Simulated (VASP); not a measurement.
Wanted: the native input for a VASP 6.6.1 run.

```yaml
Task: single point
Functional: PBEsol
Potentials_or_basis: VASP PAW PBE potentials, release 64 (Ge_d)
Cutoff: 520 eV
k_mesh: 6 × 6 × 2
Occupations: fermi-dirac, width 0.1 eV
Spin: no spin polarisation
Dipole_correction: no
Further_INCAR_settings: ALGO = Normal; EDIFF = 1e-06; NBANDS = 36
```

The structure of Ge lies in POSCAR:

```
Ge
1.0
    4.0504045400      0.0000000000      0.0000000000
   -2.0252022700      3.5077532200      0.0000000000
    0.0000000000      0.0000000000     10.9933590000
Ge
4
Direct
    0.0000000000      0.0000000000      0.9774520000
    0.0000000000      0.0000000000      0.4774520000
    0.3333333300      0.6666666700      0.9148480000
    0.6666666700      0.3333333300      0.4148480000
```

One way to write it, as run:

INCAR

```
PREC = Accurate
ENCUT = 520
EDIFF = 1E-6
ISMEAR = -1
SIGMA = 0.1
LREAL = False
LASPH = True
NELM = 60
ALGO = Normal
ISIF = 2
LWAVE = False
LCHARG = False
GGA = PS
NBANDS = 36
```

KPOINTS

```
Automatic mesh
0
Gamma
  6 6 2
```

Potentials or basis: VASP PAW PBE potentials, release 64 (Ge_d).

Command:

```bash
$ cat potpaw_PBE.64/Ge_d/POTCAR > POTCAR
$ mpirun -np 1 vasp_std > vasp.out
```

It gave:

```json
{
  "Pressure": "-1.6 GPa",
  "Largest force": "0.162 eV/Å",
  "Band gap on the k mesh": "zero (filled and empty bands touch)"
}
```

Caveat: semilocal functionals underestimate gaps, so a narrow gap can read as zero; the PAW data sets were made with another functional, which shifts forces and pressure a little.

Wall time 2.4 min on 1 thread of Intel Xeon 8259CL, with other jobs on the host, peak memory 0.28 GiB.
